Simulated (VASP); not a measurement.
**BaTaH4: single point with PBE**

BaTaH4:

```
Ba Ta H
1.0
     3.00558    0.00000    0.00000
     0.00000    3.26640    0.00000
     0.00000    0.00000    6.82171
Ba Ta H
1 1 4
Direct
  0.00000 0.00000 0.97333
  0.00000 0.50000 0.45276
  0.50000 0.00000 0.37168
  0.50000 0.50000 0.84897
  0.50000 0.50000 0.24367
  0.50000 0.00000 0.60959
```

```yaml
Program: VASP 6.6.1
Task: single point
Functional: PBE
Potentials_or_basis: VASP PAW PBE potentials, release 64 (Ba_sv, Ta_pv, H)
Cutoff: 520 eV
k_mesh: 6 × 6 × 4
Occupations: gaussian, width 0.1 eV
Spin: no spin polarisation
Dipole_correction: no
Further_INCAR_settings: ALGO = Normal; EDIFF = 1e-06; NBANDS = 22
```

| Property | Result |
| --- | --- |
| Pressure | 1.9 GPa |
| Largest force | 0.128 eV/Å |

Forces in eV/Å, atoms in the order of the input:
```
Ba   0.000  0.000  0.074
Ta   0.000  0.000 -0.004
H    0.000  0.000  0.030
H    0.000  0.000 -0.128
H    0.000  0.000  0.076
H    0.000  0.000 -0.049
```

Stress tensor (GPa, compression positive):
```
2.30 0.00 0.00
0.00 2.27 0.00
0.00 0.00 1.02
```

Levels at points of the mesh, in eV from the Fermi level:
| k point | band 10 | band 11 | band 12 | band 13 | band 14 | band 15 |
| --- | --- | --- | --- | --- | --- | --- |
| (0.00, 0.00, 0.00) | -4.77 | -2.57 | -2.07 | -0.31 | 0.71 | 1.58 |
| (0.50, 0.00, 0.00) | -3.58 | -2.35 | -0.93 | -0.50 | 0.54 | 1.41 |
| (0.00, 0.50, 0.00) | -4.16 | -4.08 | -1.80 | 0.85 | 0.88 | 1.56 |
| (0.50, 0.50, 0.00) | -5.02 | -2.34 | -0.83 | -0.10 | 0.94 | 0.96 |
| (0.00, 0.00, 0.50) | -3.82 | -2.93 | -2.05 | -0.32 | 0.89 | 1.65 |
| (0.50, 0.00, 0.50) | -3.23 | -2.84 | -0.48 | -0.21 | 0.41 | 0.68 |
| (0.00, 0.50, 0.50) | -4.84 | -3.36 | -2.09 | 0.83 | 0.84 | 1.77 |
| (0.50, 0.50, 0.50) | -4.57 | -1.39 | -1.31 | -1.21 | -0.06 | 0.65 |

Wall time 24 s on 1 thread of Intel(R) Xeon(R) 6975P-C (Granite Rapids) (shared host), peak memory 0.23 GiB.

Caveat: spin-orbit coupling is left out, which moves the levels of the heavy elements.
